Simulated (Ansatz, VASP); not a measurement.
## Two plane-wave programs on TiSi2

File INCAR:

```
SYSTEM = TiSi2
PREC = Accurate
ENCUT = 520
EDIFF = 1E-6
ISMEAR = -1
SIGMA = 0.05
LREAL = .FALSE.
LASPH = .TRUE.
NELM = 100
ALGO = Normal
ISIF = 2
LWAVE = .FALSE.
LCHARG = .FALSE.
GGA = PS
NBANDS = 17
```

Contents of KPOINTS:

```
Automatic mesh
0
G
  12 12 12
  0 0 0
```

POSCAR

```
TiSi2
1.0
   -1.4629866552      1.7006388484      4.1838131348
    1.4629866552     -1.7006388484      4.1838131348
    1.4629866552      1.7006388484     -4.1838131348
Ti Si
1 2
Direct
    0.0000000000      0.0000000000      0.0000000000
    0.6700780000      0.6700780000      0.0000000000
    0.3299220000      0.3299220000      0.0000000000
```

File input.yaml:

```yaml
crystal:
  lattice:
    - [-1.4629866552, 1.7006388484, 4.1838131348]
    - [1.4629866552, -1.7006388484, 4.1838131348]
    - [1.4629866552, 1.7006388484, -4.1838131348]
  atoms:
    - { symbol: Ti, position: [0.0, 0.0, 0.0] }
    - { symbol: Si, position: [0.670078, 0.670078, 0.0] }
    - { symbol: Si, position: [0.329922, 0.329922, 0.0] }
hamiltonian:
  xc: pbesol
  pseudopotentials: { kind: paw }
kpoints:
  mp_grid: { grid: [12, 12, 12] }
scf:
  occupations: { method: fermi_dirac, width: 0.05 }
output:
  forces: true
  stress: true
  eigenvalues: true
  write_density: true
  write_potential: true
  elf: true
  volumetric_format: npy
```

Alike in both runs: task single point; functional PBEsol; k mesh 12 × 12 × 12; occupations fermi-dirac, width 0.05 eV; no spin polarisation.

|  | VASP | Ansatz |
| --- | --- | --- |
| version | VASP 6.6.1 | Ansatz 0.2.0 |
| potentials or method | VASP PAW PBE potentials, release 64 (Ti_sv, Si) | Ansatz PAW |
| plane-wave cutoff (eV) | 520 | 420 |
| valence electrons in the cell | 20 | 20 |

|  | VASP | Ansatz | Ansatz less VASP |
| --- | --- | --- | --- |
| gap on the k mesh at the Fermi level (eV) | none | none | - |
| pressure (GPa) | -0.7 | -0.8 | -0.12 |
| traceless stress, the component that is largest in VASP (GPa) | -0.51 | -0.51 | -0.002 |
| rms of the force components (eV/Å) | 0.025 | 0.025 | -0.0004 |

VASP's potentials were made for PBE, not for PBEsol. Atom by atom the forces differ by 0.000 eV/Å (rms over components). A gap of «none» marks a metal or a gap that the smearing closes. The functional is the same, so the differences come from potentials, cutoffs and numerics.
